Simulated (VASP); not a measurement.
Set up this calculation in VASP 6.6.1, as the native input.

* Task: single point
* Functional: r2SCAN
* Potentials or basis: VASP PAW PBE potentials, release 64 (Ge_d)
* Cutoff: 520 eV
* k mesh: 9 × 9 × 5
* Occupations: gaussian, width 0.05 eV
* Spin: no spin polarisation
* Dipole correction: no
* Further INCAR settings: ALGO = Normal; EDIFF = 1e-06; NBANDS = 21

Ge:

```
Ge
1.0
     1.48805   -2.59469    0.00000
     1.48805    2.59469    0.00000
     0.00000    0.00000    4.72760
Ge
2
Direct
  0.33345 0.66655 0.25000
  0.66655 0.33345 0.75000
```

One way to write it, as run:

POSCAR

```
Ge
1.0
    1.4880529250     -2.5946896100      0.0000000000
    1.4880529250      2.5946896100      0.0000000000
    0.0000000000      0.0000000000      4.7275957900
Ge
2
Direct
    0.3334466300      0.6665533700      0.2500000000
    0.6665533700      0.3334466300      0.7500000000
```

INCAR.step1

```
PREC = Accurate
ENCUT = 520
ISMEAR = 0
SIGMA = 0.05
LREAL = False
LASPH = True
NELM = 100
NBANDS = 21
GGA = PE
ALGO = Normal
EDIFF = 1E-4
LWAVE = True
LCHARG = False
```

INCAR.step2

```
PREC = Accurate
ENCUT = 520
EDIFF = 1E-6
ISMEAR = 0
SIGMA = 0.05
LREAL = False
LASPH = True
NELM = 100
ALGO = Normal
ISIF = 2
LWAVE = False
LCHARG = True
METAGGA = R2SCAN
LMIXTAU = True
LELF = True
LVHAR = True
NBANDS = 21
ISTART = 1
```

KPOINTS

```
regular mesh
0
Gamma
  9 9 5
```

Potentials or basis: VASP PAW PBE potentials, release 64 (Ge_d).

Launch:

```console
$ cat potpaw_PBE.64/Ge_d/POTCAR > POTCAR
$ cp INCAR.step1 INCAR
$ mpirun -np 1 vasp_std > vasp.out
$ cp INCAR.step2 INCAR
$ mpirun -np 1 vasp_std > vasp.out
```

It gave:

```
Pressure               : 1.0 GPa
Band gap on the k mesh : zero (band 14 reaches 14.13 eV, above the bottom of band 15 at 3.83 eV)
```

Caveat: the PAW data sets were made with another functional, which shifts forces and pressure a little.

It took 100 s on 1 thread of Intel Xeon 6975P-C (shared host), peak memory 0.19 GiB.
